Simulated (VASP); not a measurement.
Write the native input for VASP 6.6.1 that does the following.

```
Task                   : single point
Functional             : PBEsol
Potentials or basis    : VASP PAW PBE potentials, release 64 (Ta_pv)
Cutoff                 : 520 eV
k mesh                 : 11 × 11 × 6
Occupations            : methfessel-paxton, width 0.1 eV
Spin                   : no spin polarisation
Dipole correction      : no
Further INCAR settings : ALGO = Normal; EDIFF = 1e-06; NBANDS = 18
```

The structure of Ta lies in POSCAR:

```
Ta
1.0
    2.8809038430      0.0000000000      0.0000000000
   -1.4404568879      2.4949417739      0.0000000000
    0.0000000000      0.0000000000      5.1315960022
Ta
2
Direct
    0.6666666667      0.3333333333      0.7500000000
    0.3333333333      0.6666666667      0.2500000000
```

One way to write it, as run:

INCAR

```
SYSTEM = Ta
PREC = Accurate ; ENCUT = 520
EDIFF = 1E-6 ; ISMEAR = 1
SIGMA = 0.1 ; LREAL = .False.
LASPH = .True. ; NELM = 100
ALGO = Normal ; ISIF = 2
LWAVE = .False. ; LCHARG = .False.
GGA = PS ; NBANDS = 18
```

KPOINTS

```
Automatic mesh
0
Gamma
  11 11 6
  0 0 0
```

Potentials or basis: VASP PAW PBE potentials, release 64 (Ta_pv).

Launch:

```bash
$ cat potpaw_PBE.64/Ta_pv/POTCAR > POTCAR
$ mpirun -np 1 vasp_std > vasp.out
```

It gave:

```yaml
Pressure: -3.5 GPa
Band_gap_on_the_k_mesh: zero (band 11 reaches 7.02 eV, above the bottom of band 12 at 4.79 eV)
```

Caveat: the PAW data sets were made with another functional, which shifts forces and pressure a little; spin-orbit coupling is left out, which moves the levels of the heavy elements.

Run time: 40 s on 1 thread of AMD EPYC 7R43 64-Core Processor (Zen 3) (shared host), peak memory 0.14 GiB.
